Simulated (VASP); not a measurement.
Set up this calculation in VASP 6.6.1, as the native input.

```
Task                   : single point
Functional             : PBE
Potentials or basis    : VASP PAW PBE potentials, release 64 (As)
Cutoff                 : 520 eV
k mesh                 : 6 × 4 × 4
Occupations            : gaussian, width 0.1 eV
Spin                   : no spin polarisation
Dipole correction      : no
Further INCAR settings : ALGO = Normal; EDIFF = 1e-06; NBANDS = 12
```

The structure of As lies in POSCAR:

```
As
1.0
    2.6297219915      0.0000000000      0.0000000000
    0.0000000000      5.3659418861      0.0000000000
    0.0000000000      0.0000000000      2.9542649980
As
2
Direct
    0.5000000000      0.0000000000      0.9999027685
    0.0000000000      0.5000000000      0.0000972315
```

One way to write it, as run:

INCAR

```
SYSTEM = As
ALGO = Normal ; EDIFF = 1E-6
ENCUT = 520 ; GGA = PE
ISIF = 2 ; ISMEAR = 0
LASPH = .True. ; LCHARG = .False.
LREAL = .False. ; LWAVE = .False.
NBANDS = 12 ; NELM = 60
PREC = Accurate ; SIGMA = 0.1
```

KPOINTS

```
k-points
0
Gamma
  6 4 4
  0 0 0
```

Potentials or basis: VASP PAW PBE potentials, release 64 (As).

The run is started by

```console
$ cat potpaw_PBE.64/As/POTCAR > POTCAR
$ mpirun -np 1 vasp_std > vasp.out
```

It gave:

| Property | Result |
| --- | --- |
| Pressure | 0.1 GPa |
| Band gap on the k mesh | zero (band 5 reaches 9.52 eV, above the bottom of band 6 at 3.24 eV) |

Caveat: the k points lie up to 0.53 Å⁻¹ apart.

Run time: 13 s on 1 thread of Intel Xeon 6975P-C (shared host), peak memory 0.15 GiB.
